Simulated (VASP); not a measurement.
The system is Te.

```
CELL_PARAMETERS angstrom
4.45400 0.00000 0.00000
-2.22700 3.85728 0.00000
0.00000 0.00000 5.92400
ATOMIC_POSITIONS crystal
Te 0.73100 0.73100 0.00000
Te 0.00000 0.26900 0.66667
Te 0.26900 0.00000 0.33333
```

```yaml
Program: VASP 6.6.1
Task: relaxation of cell and atoms
Functional: RPBE
Potentials_or_basis: VASP PAW PBE potentials, release 64 (Te)
Cutoff: 600 eV
k_mesh: 7 × 7 × 5
Occupations: fermi-dirac, width 0.05 eV
Spin: no spin polarisation
```

At the start: pressure 2.7 GPa; volume 33.93 Å³/atom.

Problem. How do energy, volume and symmetry change on relaxing?

Solution. Over 58 steps the energy falls by 49.7 meV/atom and the volume is 72.25 Å³/atom (+113.0 %); space group P3_121 (No. 152, to 0.1 Å) before and after.

Step by step:
```tsv
step	energy change (eV)	largest force (eV/Å)	pressure (GPa)	volume (Å³)
1	0.0000	0.1524	2.75	101.78
3	-0.0471	0.1482	0.09	107.41
5	-0.0659	0.1211	0.11	109.84
7	-0.0636	0.2388	1.53	120.38
9	-0.0868	0.0351	0.34	117.16
11	-0.0894	0.1264	-0.15	120.18
13	-0.0952	0.0622	-0.04	122.72
15	-0.0977	0.0295	0.14	125.61
17	-0.0982	0.0098	-0.05	127.59
19	-0.1015	0.0030	-0.01	133.12
21	-0.1029	0.4467	1.14	159.03
23	-0.1073	0.3267	0.89	153.97
25	-0.1075	0.3293	0.89	154.31
27	-0.1081	0.3411	0.92	155.86
29	-0.1091	0.4085	1.03	162.10
31	-0.1078	0.4482	1.09	164.22
33	-0.1137	0.4283	1.01	168.93
35	-0.1276	0.4300	0.83	190.94
37	-0.1314	0.4030	0.55	229.85
39	-0.1426	0.0769	0.04	242.27
41	-0.1428	0.0658	0.03	242.18
43	-0.1444	0.0575	0.03	237.72
45	-0.1483	0.0466	0.08	220.33
47	-0.1487	0.0147	-0.02	220.15
49	-0.1490	0.0122	-0.03	219.19
51	-0.1488	0.0727	0.09	216.49
53	-0.1492	0.0151	0.00	217.34
55	-0.1492	0.0099	0.02	216.13
57	-0.1492	0.0139	-0.03	216.73
58	-0.1492	0.0002	0.00	216.74
```

Final structure:
```
CELL_PARAMETERS angstrom
6.59455 0.00000 0.00000
-3.29728 5.71105 0.00000
0.00000 0.00000 5.75477
ATOMIC_POSITIONS crystal
Te 0.82540 0.82540 0.00000
Te 0.00000 0.17460 0.66667
Te 0.17460 0.00000 0.33333
```

Caveat: the volume moved by over 15 % at a fixed basis, so the end points are rough; the PAW data sets were made with another functional, which shifts forces and pressure a little; this functional lacks dispersion, which binds layers or chains, so the pressure and a relaxed spacing across them are unreliable.
